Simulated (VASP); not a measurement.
A run of VASP 6.6.1:

File POSCAR:

```
BAs
1.0
    0.0000000000      2.3724693156      2.3724693156
    2.3724693156      0.0000000000      2.3724693156
    2.3724693156      2.3724693156      0.0000000000
As B
1 1
Direct
    0.7500000000      0.7500000000      0.7500000000
    0.0000000000      0.0000000000      0.0000000000
```

File INCAR.step1:

```
SYSTEM = BAs
  PREC = Accurate
  ENCUT = 520
  EDIFF = 1E-5
  ISMEAR = -1
  SIGMA = 0.05
  LREAL = .FALSE.
  LASPH = .TRUE.
  NELM = 60
  ALGO = Normal
  ISIF = 2
  LWAVE = .TRUE.
  LCHARG = .FALSE.
  GGA = PE
  NBANDS = 11
```

The input INCAR.step2:

```
SYSTEM = BAs
  PREC = Accurate
  ENCUT = 520
  EDIFF = 1E-7
  ISMEAR = -1
  SIGMA = 0.05
  LREAL = .FALSE.
  LASPH = .TRUE.
  NELM = 60
  ALGO = Normal
  ISIF = 2
  LWAVE = .FALSE.
  LCHARG = .FALSE.
  GGA = PS
  LHFCALC = .TRUE.
  AEXX = 0.25
  HFSCREEN = 0.207
  PRECFOCK = Normal
  ISTART = 1
  NBANDS = 11
```

Contents of KPOINTS:

```
regular mesh
0
G
  5 5 5
  0 0 0
```

Potentials or basis: VASP PAW PBE potentials, release 64 (As, B).

Launch:

```sh
$ cat potpaw_PBE.64/As/POTCAR potpaw_PBE.64/B/POTCAR > POTCAR
$ cp INCAR.step1 INCAR
$ mpirun -np 1 vasp_std > vasp.out
$ cp INCAR.step2 INCAR
$ mpirun -np 1 vasp_std > vasp.out
```

Hardware: 1 thread of AMD EPYC 7R13 Processor (Zen 3), with other jobs on the host.

Question: Estimate the wall time of this run.

Answer: Wall time 2.8 min on 1 thread of AMD EPYC 7R13 Processor (Zen 3), on a shared host, peak memory 0.24 GiB. Counts: k points 10.
